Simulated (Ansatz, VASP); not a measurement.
# C: VASP beside Ansatz

```
C
1.0
     3.71435    0.56825    0.75129
     0.56630    3.78143   -0.48165
     0.74389   -0.47671    4.72194
C
8
Direct
  0.73298 0.32732 0.50022
  0.98544 0.81739 0.62923
  0.27635 0.03438 0.56954
  0.67300 0.30109 0.22700
  0.53531 0.95409 0.21724
  0.64333 0.03271 0.62130
  0.94966 0.45846 0.68949
  0.70394 0.57455 0.04598
```

Change from the starting cell: beta-tungsten (A15) type (Pm-3n, No. 223); cell x1, atoms moved at random (sigma 0.1 Å) and cell strained at random (1.5 %), then relaxed without symmetry.

Alike in both runs: functional PBE; k mesh 6 × 6 × 6; occupations gaussian, width 0.1 eV; no spin polarisation.

Ansatz relaxed the structure, and its values are those at the end. VASP's run is a single point on that final structure, the one shown.

|  | VASP | Ansatz |
| --- | --- | --- |
| version | VASP 6.6.1 | Ansatz 0.2.0 |
| potentials or method | VASP PAW PBE potentials, release 64 (C), cutoff 520 eV | scalar-relativistic, plane waves, PAW |
| valence electrons in the cell | 32 | 32 |

```csv
,VASP,Ansatz,Ansatz less VASP
gap on the k mesh at the Fermi level (eV),0.47,0.47,0.000
least direct gap on the mesh (eV),0.47,0.47,0.000
pressure (GPa),0.5,0.0,-0.49
rms of the force components (eV/Å),0.019,0.006,-0.0129
```

With one functional, cell and mesh, what is left measures potentials, basis and numerics.
